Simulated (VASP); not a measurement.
A run of VASP 6.6.1 is set up as follows.

Contents of INCAR:

```
SYSTEM = InSb
PREC = Accurate ; ENCUT = 520
EDIFF = 1E-7 ; ISMEAR = -1
SIGMA = 0.1 ; LREAL = .FALSE.
LASPH = .TRUE. ; NELM = 60
ALGO = Normal ; ISIF = 2
LWAVE = .FALSE. ; LCHARG = .FALSE.
GGA = PS ; NBANDS = 16
```

Contents of KPOINTS:

```
Automatic mesh
0
G
  12 12 12
  0 0 0
```

Contents of POSCAR:

```
InSb
1.0
    0.0000000000      3.0909535855      3.0909535855
    3.0909535855      0.0000000000      3.0909535855
    3.0909535855      3.0909535855      0.0000000000
In Sb
1 1
Direct
    0.0000000000      0.0000000000      0.0000000000
    0.7500000000      0.7500000000      0.7500000000
```

Potentials or basis: VASP PAW PBE potentials, release 64 (In_d, Sb).

Run with:

```sh
$ cat potpaw_PBE.64/In_d/POTCAR potpaw_PBE.64/Sb/POTCAR > POTCAR
$ mpirun -np 1 vasp_std > vasp.out
```

(1) Predict the pressure.

(2) Predict the band gap on the k mesh.

## Answers

(1) 10.0 GPa.

(2) 0.57 eV.

Caveat: the cell stands under pressure; semilocal functionals underestimate gaps, and a narrow one can read as zero; the PAW data sets were made with another functional, which shifts forces and pressure a little; spin-orbit coupling is left out, which moves the levels of the heavy elements.
